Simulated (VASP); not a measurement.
Wanted: the native input for a VASP 6.6.1 run.

```yaml
Task: single point
Functional: PBE
Dispersion: D3(BJ)
Potentials_or_basis: VASP PAW PBE potentials, release 64 (Pb_d, O)
Cutoff: 520 eV
k_mesh: 6 × 6 × 1
Occupations: gaussian, width 0.02 eV
Spin: no spin polarisation
Dipole_correction: yes
Further_INCAR_settings: ALGO = Normal; EDIFF = 1e-07; NBANDS = 28
```

The structure of PbO lies in POSCAR:

```
PbO
1.0
    3.7980000000      0.0000000000      0.0000000000
    0.0000000000      3.7980000000      0.0000000000
    0.0000000000      0.0000000000     30.7493267952
Pb O
2 2
Direct
    0.5000000000      0.0000000000      0.4621129917
    0.0000000000      0.5000000000      0.5378870083
    0.0000000000      0.0000000000      0.5000000000
    0.5000000000      0.5000000000      0.5000000000
```

These files were run (other wordings do the same):

INCAR

```
SYSTEM = PbO
  PREC = Accurate
  ENCUT = 520
  EDIFF = 1E-7
  ISMEAR = 0
  SIGMA = 0.02
  LREAL = .False.
  LASPH = .True.
  NELM = 60
  ALGO = Normal
  ISIF = 2
  LWAVE = .False.
  LCHARG = .True.
  LDIPOL = .True.
  IDIPOL = 3
  DIPOL = 0.5 0.5 0.500
  GGA = PE
  IVDW = 12
  LELF = .True.
  LVHAR = .True.
  LVACPOTAV = .True.
  NBANDS = 28
```

KPOINTS

```
regular mesh
0
Gamma
  6 6 1
  0 0 0
```

Potentials or basis: VASP PAW PBE potentials, release 64 (Pb_d, O).

Launch:

```console
$ cat potpaw_PBE.64/Pb_d/POTCAR potpaw_PBE.64/O/POTCAR > POTCAR
$ mpirun -np 1 vasp_std > vasp.out
```

It gave:

```
Largest force                          : 2.499 eV/Å
Band gap on the k mesh                 : 3.00 eV, direct
Dispersion energy per atom             : -0.155 eV
Ionisation potential of the upper face : 4.94 eV
```

Caveat: spin-orbit coupling is left out, which moves the levels of the heavy elements.

Wall time 3.5 min on 1 thread of AMD EPYC 7R13 Processor (Zen 3), on a shared host, peak memory 0.46 GiB.
